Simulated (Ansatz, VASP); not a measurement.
C2SO2: VASP beside Ansatz

```
O C S
1.0
     7.50666    0.00000    0.00000
     0.00000    7.50666    0.00000
     0.00000    0.00000    7.50666
O C S
6 6 3
Direct
  0.72269 0.57946 0.97695
  0.97758 0.05292 0.49589
  0.33298 0.33085 0.57609
  0.96250 0.45641 0.62100
  0.74968 0.08033 0.84995
  0.34425 0.00575 0.31298
  0.65457 0.55467 0.11331
  0.06238 0.98581 0.60619
  0.32391 0.33789 0.73013
  0.91696 0.59142 0.57301
  0.68828 0.19381 0.77282
  0.41366 0.96844 0.18504
  0.56312 0.51880 0.29621
  0.17508 0.89618 0.75568
  0.31074 0.34664 0.93693
```

Alike in both runs: functional LDA; k mesh 1 × 1 × 1; occupations fermi-dirac, width 0.02 eV; no spin polarisation.

Ansatz relaxed the structure, and its values are those at the end. VASP's run is a single point on that final structure, the one shown.

|  | VASP | Ansatz |
| --- | --- | --- |
| version | VASP 6.6.1 | Ansatz 0.2.0 |
| potentials or method | VASP PAW LDA potentials, release 64 (O, C, S), cutoff 520 eV | scalar-relativistic, plane waves, PAW |
| valence electrons in the cell | 78 | 78 |

```tsv
	VASP	Ansatz	Ansatz less VASP
rms of the force components (eV/Å)	0.520	0.065	-0.4558
```

LDA's correlation is that of Perdew and Zunger in VASP and of Perdew and Wang (1992) in Ansatz. One of these differences is far larger than is usual between the two programs; its cause wasn't traced.

Noted on VASP's run: the standard files for N, O and F lose accuracy on very short bonds.
